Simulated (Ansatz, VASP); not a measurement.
One calculation of GaSb, two programs

```
CELL_PARAMETERS angstrom
0.00000 3.06657 3.06657
3.06657 0.00000 3.06657
3.06657 3.06657 0.00000
ATOMIC_POSITIONS crystal
Ga 0.00000 0.00000 0.00000
Sb 0.25000 0.25000 0.25000
```

Alike in both runs: functional r2SCAN; k mesh 10 × 10 × 10; occupations gaussian, width 0.02 eV; no spin polarisation.

Ansatz relaxed the structure, and its values are those at the end. VASP's run is a single point on that final structure, the one shown.

|  | VASP | Ansatz |
| --- | --- | --- |
| version | VASP 6.6.1 | Ansatz 0.2.0 |
| potentials or method | VASP PAW PBE potentials, release 64 (Ga_d, Sb), cutoff 520 eV | scalar-relativistic, plane waves, PAW |
| valence electrons in the cell | 18 | 28 |

|  | VASP | Ansatz | Ansatz less VASP |
| --- | --- | --- | --- |
| gap on the k mesh at the Fermi level (eV) | 0.39 | 0.41 | +0.022 |
| least direct gap on the mesh (eV) | 0.39 | 0.41 | +0.022 |
| pressure (GPa) | 0.1 | 0.0 | -0.07 |

VASP's potentials were made for PBE, not for r2SCAN. VASP's potentials hold 18 valence electrons a cell and Ansatz's 28, so a difference there can come from the potentials and not from the codes.

Neither program's run includes spin-orbit coupling.
